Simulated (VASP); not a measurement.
# In2GeO (P-3m1) in VASP: a series of runs

In2GeO is run at these levels: PBE; tasks: single point, relaxation of cell and atoms.

Program: VASP 6.6.1. These are calculated values, not measurements. Logs are shortened: lines on timing, memory, paths and dates and some standing lists are left out, and cuts for length are marked.

### Step 1. The cell of the first run

It takes space group P-3m1 (No. 164, trigonal). Conventional cell: a = 5.018 Å, b = 5.018 Å, c = 3.985 Å, α = 90.00°, β = 90.00°, γ = 120.00°. Within 4.2 Å of In (site symmetry 3m) lie 6 O at 3.06 to 4.18 Å and 6 Ge at 3.07 to 4.15 Å and 8 In at 3.49 to 3.99 Å. Ge (site symmetry -3m) has 2 O at 1.99 Å within 2.6 Å. Within 2.6 Å of O (site symmetry -3m) lie 2 Ge at 1.99 Å.

The cell was generated, and may not be a known phase.

### Step 2. Single point, PBE

The input, INCAR:

```
SYSTEM = In2GeO
PREC = Accurate
ENCUT = 520
EDIFF = 1E-7
ISMEAR = 0
SIGMA = 0.1
LREAL = .False.
LASPH = .True.
NELM = 60
ALGO = Normal
ISIF = 2
LWAVE = .False.
LCHARG = .False.
GGA = PE
NBANDS = 31
```

The input, KPOINTS:

```
regular mesh
0
Gamma
  6 6 4
  0 0 0
```

The input, POSCAR:

```
In2GeO
1.0
    5.0182129668      0.0000000000      0.0000000000
   -2.5091064834      4.3458999108      0.0000000000
    0.0000000000      0.0000000000      3.9850390064
In Ge O
2 1 1
Direct
    0.3333333333      0.6666666667      0.7448533711
    0.6666666667      0.3333333333      0.2551466289
    0.0000000000      0.0000000000      0.0000000000
    0.0000000000      0.0000000000      0.5000000000
```

Potentials or basis: VASP PAW PBE potentials, release 64 (In_d, Ge_d, O).

On the command line:

```
cat potpaw_PBE.64/In_d/POTCAR potpaw_PBE.64/Ge_d/POTCAR potpaw_PBE.64/O/POTCAR > POTCAR
mpirun -np 1 vasp_std > vasp.out
```

OUTCAR:

```text
SYSTEM = In2GeO
   PREC = Accurate
   ENCUT = 520
   EDIFF = 1E-7
   ISMEAR = 0
   LREAL = .False.
   LASPH = .True.
   NELM = 60
   ISIF = 2
   GGA = PE

 ion  position               nearest neighbor table
   1  0.333  0.667  0.745-   3 3.07   3 3.07   3 3.07   2 3.49   2 3.49   2 3.49   2 3.54   2 3.54
                             2 3.54
   2  0.667  0.333  0.255-   3 3.07   3 3.07   3 3.07   1 3.49   1 3.49   1 3.49   1 3.54   1 3.54
                             1 3.54
   3  0.000  0.000  0.000-   4 1.99   4 1.99   1 3.07   2 3.07   1 3.07   2 3.07   2 3.07   1 3.07

   4  0.000  0.000  0.500-   3 1.99   3 1.99

  LATTYP: Found a hexagonal cell.
 ALAT       =     5.0182129668
 C/A-ratio  =     0.7941151627

  Lattice vectors:

 A1 = (   5.0182129668,   0.0000000000,   0.0000000000)
 A2 = (  -2.5091064834,   4.3458999108,   0.0000000000)
 A3 = (   0.0000000000,   0.0000000000,   3.9850390064)

Analysis of symmetry for initial positions (statically):
=====================================================================
 Subroutine PRICEL returns:
 Original cell was already a primitive cell.

 Routine SETGRP: Setting up the symmetry group for a
 hexagonal supercell.

 Subroutine GETGRP returns: Found 12 space group operations
 (whereof 12 operations were pure point group operations)
 out of a pool of 24 trial point group operations.

The static configuration has the point symmetry D_3d.

Analysis of symmetry for dynamics (positions and initial velocities):
=====================================================================
 Subroutine PRICEL returns:
 Original cell was already a primitive cell.

 Routine SETGRP: Setting up the symmetry group for a
 hexagonal supercell.

 Subroutine GETGRP returns: Found 12 space group operations
 (whereof 12 operations were pure point group operations)
 out of a pool of 24 trial point group operations.

The dynamic configuration has the point symmetry D_3d.

 Subroutine INISYM returns: Found 12 space group operations
 (whereof 12 operations are pure point group operations),
 and found     1 'primitive' translations

----------------------------------------------------------------------------------------

                                     Primitive cell

  volume of cell :      86.9083

[... 87 lines left out ...]
   LSORBIT =      F    spin-orbit coupling
   LASPH  =      T    aspherical Exc in radial PAW
   ENCUT  =  520.0 eV  38.22 Ry    6.18 a.u.   9.33  9.33  7.41*2*pi/ulx,y,z
   NELM   =     60;   NELMIN=  2; NELMDL= -5     # of ELM steps
   EDIFF  = 0.1E-06   stopping-criterion for ELM
   LREAL  =      F    real-space projection
   EDIFFG = 0.1E-05   stopping-criterion for IOM
   NSW    =      0    number of steps for IOM
   IBRION =     -1    ionic relax: 0-MD 1-quasi-New 2-CG
   NFREE  =      0    steps in history (QN), initial steepest desc. (CG)
   ISIF   =      2    stress and relaxation
   ISYM   =      2    0-nonsym 1-usesym 2-fastsym
   POTIM  = 0.5000    time-step for ionic-motion
   TEBEG  =    0.0;   TEEND  =   0.0 temperature during run
   PSTRESS=    0.0 pullay stress
   NELECT =      46.0000    total number of electrons
   NUPDOWN=      -1.0000    fix difference up-down
   EMIN   =  10.00;   EMAX   =-10.00  energy-range for DOS
   EFERMI =   0.00;   METHOD = LEGACY
   ISMEAR =     0;   SIGMA  =   0.10  broadening in eV -4-tet -1-fermi 0-gaus
   EFERMI_NEDOS =   21; number of points for ismear=-14 and -15
   IALGO  =     38    algorithm
   IMIX   =      4    mixing-type and parameters
     AMIX     =   0.40;   BMIX     =  1.00
     AMIX_MAG =   1.60;   BMIX_MAG =  1.00
  volume/ion in A,a.u.               =      21.73       146.62
  Fermi-wavevector in a.u.,A,eV,Ry     =   1.324261  2.502491 23.860097  1.753668
  Thomas-Fermi vector in A             =   2.453809
   LORBIT       =      0    0 simple, 1 ext, 2 COOP (PROOUT), +10 PAW based schemes
   GGA     = PE    functional components
   LHFCALC =     F    Hartree Fock is set to
   AEXX    =    0.0000 exact exchange contribution
   IVDW    =     0    specifies the selected vdW correction
   LEPSILON=     F    determine dielectric tensor
   LRPA    =     F    only Hartree local field effects (RPA)
 non-spin polarized calculation
 Gauss-broadening in eV      SIGMA  =   0.10
  energy-cutoff  :      520.00
  volume of cell :       86.91
 maximum number of plane-waves:      2354
 NGX is ok and might be reduce to    40
   NGX = 19   NGY = 19   NGZ = 15

 number of electron      46.0000007 magnetization

 Free energy of the ion-electron system (eV)
  ---------------------------------------------------
  ext. energy  EPLUGINS =         0.00000000
  ---------------------------------------------------
  free energy    TOTEN  =       -15.15608941 eV

  energy without entropy =      -15.14558066  energy(sigma->0) =      -15.15083504

 E-fermi :   5.7746     XC(G=0): -10.0645

 val. band max:        5.7395477150   @ k =  -0.1667   0.5000   0.2500
 cond. band min:       5.7761234949   @ k =   0.5000   0.0000   0.2500
 fundamental gap:      0.0365757800
 Fermi energy:         5.7746464259

 k-point     1 :       0.0000    0.0000    0.0000
  band No.  band energies     occupation
      1     -18.8155      2.00000
      2     -18.7502      2.00000
      3     -18.7502      2.00000
      4     -18.6982      2.00000
      5     -18.6982      2.00000
      6     -12.2750      2.00000
[... 805 lines left out ...]
     30      13.0682      0.00000
     31      13.0682      0.00000

------------------------ aborting loop because EDIFF is reached ----------------------------------------

  FORCE on cell =-STRESS in cart. coord.  units (eV):
  Direction    XX          YY          ZZ          XY          YZ          ZX
  --------------------------------------------------------------------------------------
  -------------------------------------------------------------------------------------
  Total       -0.0201970     -0.0201970      0.0705016     -0.0000000      0.0000000      0.0000000
  in kB       -0.3723361     -0.3723361      1.2997153     -0.0000000      0.0000000      0.0000000
  external PRESSURE =       0.1850144 kB  Pullay stress =       0.0000000 kB

 VOLUME and BASIS-vectors are now :
 -----------------------------------------------------------------------------
  energy-cutoff  :      520.00
  volume of cell :       86.91
      direct lattice vectors                 reciprocal lattice vectors
     5.018212967  0.000000000  0.000000000     0.199274125  0.115050970  0.000000000
    -2.509106483  4.345899911  0.000000000     0.000000000  0.230101940  0.000000000
     0.000000000  0.000000000  3.985039006     0.000000000  0.000000000  0.250938573

 POSITION                                       TOTAL-FORCE (eV/Angst)
 -----------------------------------------------------------------------------------
     -0.00000      2.89727      2.96827         0.000000      0.000000      0.009413
      2.50911      1.44863      1.01677        -0.000000      0.000000     -0.009413
      0.00000      0.00000      0.00000         0.000000      0.000000      0.000000
      0.00000      0.00000      1.99252         0.000000      0.000000      0.000000
 -----------------------------------------------------------------------------------
    total drift:                                0.000000     -0.000000      0.000000

  FREE ENERGIE OF THE ION-ELECTRON SYSTEM (eV)
  ---------------------------------------------------
  free  energy   TOTEN  =       -15.1560894147 eV

  energy  without entropy=      -15.1455806647  energy(sigma->0) =      -15.15083504
```

stdout:

```text
POSCAR found type information on POSCAR InGeO
 POSCAR found :  3 types and       4 ions
 scaLAPACK will be used
 LDA part: xc-table for (Slater+PW92), standard interpolation
 POSCAR, INCAR and KPOINTS ok, starting setup
 FFT: planning ... GRIDC
 FFT: planning ... GRID_SOFT
 FFT: planning ... GRID
 WAVECAR not read
 entering main loop
```

Run time: 68 s. Hardware: 1 thread of Intel Xeon Platinum 8488C (Sapphire Rapids), shared host; peak memory 0.24 GiB.

What came out:

```yaml
Free_energy: -15.1561 eV
Pressure: 0.0 GPa
Largest_force: 0.009 eV/Å
Band_gap_on_the_k_mesh: zero (bands 23 and 24 overlap by 1.75 eV)
```

Forces in eV/Å, atoms in the order of the input:
```
In   0.000  0.000  0.009
In   0.000  0.000 -0.009
Ge   0.000  0.000  0.000
O    0.000  0.000  0.000
```

Caveat: the k points lie up to 0.39 Å⁻¹ apart, too coarse for converged energies and pressures of a metal; spin-orbit coupling is left out, which moves the levels of the heavy elements.

### Step 3. Single point, PBE

This run uses another cell than the first one, of 24.27 Å³/atom.

The input, INCAR:

```
ALGO = Normal
EDIFF = 1E-6
ENCUT = 520
GGA = PE
ISIF = 2
ISMEAR = 0
LASPH = T
LCHARG = T
LELF = T
LREAL = F
LVHAR = T
LWAVE = F
NBANDS = 31
NELM = 60
PREC = Accurate
SIGMA = 0.1
```

The input, KPOINTS:

```
k-points
0
Gamma
  6 6 4
```

The input, POSCAR:

```
In2GeO
1.0
    4.8962424600      0.0000000000      0.0000000000
   -2.4481212300      4.2402703600      0.0000000000
    0.0000000000      0.0000000000      4.6756493200
In Ge O
2 1 1
Direct
    0.3333333300      0.6666666700      0.6882289200
    0.6666666700      0.3333333300      0.3117710800
    0.0000000000      0.0000000000      0.0000000000
    0.0000000000      0.0000000000      0.5000000000
```

Potentials or basis: VASP PAW PBE potentials, release 64 (In_d, Ge_d, O).

On the command line:

```
cat potpaw_PBE.64/In_d/POTCAR potpaw_PBE.64/Ge_d/POTCAR potpaw_PBE.64/O/POTCAR > POTCAR
mpirun -np 1 vasp_std > vasp.out
```

Run time: 62 s. Hardware: 1 thread of Intel Xeon Platinum 8488C (Sapphire Rapids), shared host; peak memory 0.24 GiB.

Results (log left out):

- Free energy: -14.6814 eV
- Pressure: -5.4 GPa
- Largest force: 0.205 eV/Å
- Band gap on the k mesh: zero (bands 23 and 24 overlap by 1.68 eV)

Forces in eV/Å, atoms in the order of the input:
```
In   0.000  0.000  0.205
In   0.000  0.000 -0.205
Ge   0.000  0.000  0.000
O    0.000  0.000  0.000
```

Stress tensor (GPa, compression positive):
```
-4.15  0.00  0.00
 0.00 -4.15  0.00
 0.00  0.00 -7.96
```

Levels at points of the mesh, in eV from the Fermi level:
```
           k point  band 21  band 22  band 23  band 24  band 25  band 26
(0.00, 0.00, 0.00)    -2.87    -0.82     1.05     1.05     1.12     1.12
(0.50, 0.00, 0.00)    -3.28    -1.33     0.34     0.98     1.91     3.58
(0.00, 0.00, 0.50)    -2.26    -0.18     0.02     0.02     2.80     2.85
(0.50, 0.00, 0.50)    -1.88    -1.20    -0.66    -0.62     0.90     2.43
```

Caveat: the cell stands under tension; spin-orbit coupling is left out, which moves the levels of the heavy elements.

### Step 4. Relaxation of cell and atoms, PBE

This run uses another cell than the first one, of 24.27 Å³/atom.

The input, INCAR:

```
SYSTEM = In2GeO
PREC = Accurate
ENCUT = 600
EDIFF = 1E-6
ISMEAR = 0
SIGMA = 0.1
LREAL = .FALSE.
LASPH = .TRUE.
NELM = 60
ALGO = Normal
ISIF = 3
LWAVE = .FALSE.
LCHARG = .FALSE.
GGA = PE
IBRION = 2
NSW = 90
EDIFFG = -0.04
```

The input, KPOINTS:

```
regular mesh
0
G
  6 6 4
  0 0 0
```

POSCAR is that of step 3.

On the command line:

```
cat potpaw_PBE.64/In_d/POTCAR potpaw_PBE.64/Ge_d/POTCAR potpaw_PBE.64/O/POTCAR > POTCAR
mpirun -np 1 vasp_std > vasp.out
```

It took 11 min on 1 thread of Intel Xeon Platinum 8488C (Sapphire Rapids), shared host; peak memory 0.3 GiB.

The run converged. Its results:

| Property | Result |
| --- | --- |
| Free energy | -15.1630 eV |
| Relaxed volume | 21.67 Å³/atom |
| Relaxed cell | a = 5.012 Å, b = 5.012 Å, c = 3.985 Å, α = 90.00°, β = 90.00°, γ = 120.00° |
| Space group after relaxing (to 0.1 Å) | P-3m1 (No. 164) |
| Energy gained by relaxing | 120.1 meV/atom |
| Ionic steps | 14 |
| Pressure after relaxing | 0.1 GPa |
| Band gap on the k mesh | zero (bands 23 and 24 overlap by 1.75 eV) |

Stress tensor (GPa, compression positive):
```
0.10 0.00 0.00
0.00 0.10 0.00
0.00 0.00 0.23
```

Step by step:
| step | energy change (eV) | largest force (eV/Å) | pressure (GPa) | volume (Å³) |
| --- | --- | --- | --- | --- |
| 1 | 0.0000 | 0.2050 | -5.40 | 97.07 |
| 2 | -0.2972 | 0.3252 | -1.27 | 86.01 |
| 3 | -0.3158 | 0.3614 | 0.34 | 83.31 |
| 4 | -0.3160 | 0.3664 | 0.62 | 82.95 |
| 5 | -0.3501 | 0.3113 | 0.68 | 83.05 |
| 6 | -0.4291 | 0.1935 | 1.32 | 83.21 |
| 7 | -0.3008 | 0.2377 | 4.65 | 82.79 |
| 8 | -0.4414 | 0.1857 | 1.96 | 83.20 |
| 9 | -0.4677 | 0.1317 | 0.03 | 86.53 |
| 10 | -0.4685 | 0.1242 | -0.22 | 87.10 |
| 11 | -0.4685 | 0.1227 | -0.26 | 87.20 |
| 12 | -0.4708 | 0.1110 | -0.24 | 87.15 |
| 13 | -0.4762 | 0.0758 | -0.15 | 87.00 |
| 14 | -0.4804 | 0.0005 | 0.14 | 86.70 |

Final structure:
```xyz
4
Lattice="5.0122 0.0000 0.0000 -2.5061 4.3407 0.0000 0.0000 0.0000 3.9849" Properties=species:S:1:pos:R:3 pbc="T T T"
In    0.0000    2.8938    2.9718
In    2.5061    1.4469    1.0132
Ge    0.0000    0.0000    0.0000
O    -2.5061    4.3407    1.9925
```

Levels at points of the mesh, in eV from the Fermi level:
| k point | band 21 | band 22 | band 23 | band 24 | band 25 | band 26 |
| --- | --- | --- | --- | --- | --- | --- |
| (0.00, 0.00, 0.00) | -3.42 | -1.16 | 0.19 | 0.19 | 1.43 | 1.43 |
| (0.50, 0.00, 0.00) | -3.42 | -1.92 | 0.13 | 2.08 | 3.37 | 4.95 |
| (0.00, 0.00, 0.50) | -3.08 | -0.39 | -0.39 | 1.49 | 2.20 | 2.48 |
| (0.50, 0.00, 0.50) | -1.99 | -1.42 | -1.30 | -0.47 | 1.01 | 3.45 |

Caveat: spin-orbit coupling is left out, which moves the levels of the heavy elements.

### Step 5. Single point, PBE

This run uses another cell than the first one, of 21.90 Å³/atom.

The input, INCAR:

```
PREC = Accurate
ENCUT = 520
EDIFF = 1E-7
ISMEAR = 0
SIGMA = 0.1
LREAL = False
LASPH = True
NELM = 100
ALGO = Normal
ISIF = 2
LWAVE = False
LCHARG = True
GGA = PE
LELF = True
LVHAR = True
NBANDS = 31
```

The input, KPOINTS:

```
Automatic mesh
0
Gamma
  12 12 12
```

The input, POSCAR:

```
In2GeO
1.0
    5.0677705329      0.0000000000      0.0000000000
   -2.5338852665      4.3888180221      0.0000000000
    0.0000000000      0.0000000000      3.9382260953
In Ge O
2 1 1
Direct
    0.3333333333      0.6666666667      0.7424903319
    0.6666666667      0.3333333333      0.2575096681
    0.0000000000      0.0000000000      0.0000000000
    0.0000000000      0.0000000000      0.5000000000
```

On the command line:

```
cat potpaw_PBE.64/In_d/POTCAR potpaw_PBE.64/Ge_d/POTCAR potpaw_PBE.64/O/POTCAR > POTCAR
mpirun -np 1 vasp_std > vasp.out
```

It took 7.5 min on 1 thread of Intel Xeon Platinum 8488C (Sapphire Rapids), shared host; peak memory 0.58 GiB.

The run converged. Its results:

```
Free energy            : -15.1292 eV
Pressure               : 0.0 GPa
Band gap on the k mesh : zero (bands 23 and 24 overlap by 1.87 eV)
```

Stress tensor (GPa, compression positive):
```
-0.01  0.00  0.00
 0.00 -0.01  0.00
 0.00  0.00  0.16
```

Levels at points of the mesh, in eV from the Fermi level:
```
           k point  band 20  band 21  band 22  band 23  band 24  band 25  band 26  band 27
(0.00, 0.00, 0.00)    -4.04    -3.46    -1.33     0.10     0.10     1.45     1.45     3.40
(0.50, 0.00, 0.00)    -4.61    -3.50    -2.04     0.10     2.16     3.28     4.82     5.33
(0.00, 0.00, 0.50)    -3.16    -3.16    -0.40    -0.40     1.51     2.06     2.47     2.47
(0.50, 0.00, 0.50)    -3.35    -2.03    -1.47    -1.26    -0.56     1.02     3.31     3.99
```

Caveat: spin-orbit coupling is left out, which moves the levels of the heavy elements.

### Step 6. Summary

| task | cell | k mesh | cutoff (eV) | gap on the mesh (eV) | pressure (GPa) | largest force (eV/Å) |
| --- | --- | --- | --- | --- | --- | --- |
| single point | a = 5.018, b = 5.018, c = 3.985 Å, angles 90.0, 90.0, 120.0°, 4 atoms, atomic positions A | 6 × 6 × 4 | 520 | none | 0.0 | 0.01 |
| single point | a = 4.896, b = 4.896, c = 4.676 Å, angles 90.0, 90.0, 120.0°, 4 atoms, atomic positions B | 6 × 6 × 4 | 520 | none | -5.4 | 0.20 |
| relaxation of cell and atoms | relaxed from a = 4.896, b = 4.896, c = 4.676 Å, angles 90.0, 90.0, 120.0°, 4 atoms, atomic positions B | 6 × 6 × 4 | 600 | none | 0.1 | - |
| single point | a = 5.068, b = 5.068, c = 3.938 Å, angles 90.0, 90.0, 120.0°, 4 atoms, atomic positions C | 12 × 12 × 12 | 520 | none | 0.0 | - |

Alike in all rows: level PBE; potentials or basis VASP PAW PBE potentials, release 64 (In_d, Ge_d, O); no spin polarisation; smearing gaussian 0.1 eV.

Caveats: some runs use coarse meshes; spin-orbit coupling is left out, which moves the levels of the heavy elements; the cell stands under tension (at least some runs).

Total energies depend on the potentials used, so only differences within one code and one set of settings carry meaning.

The gap in the log of VASP goes by the Fermi energy; the results here count the filled bands.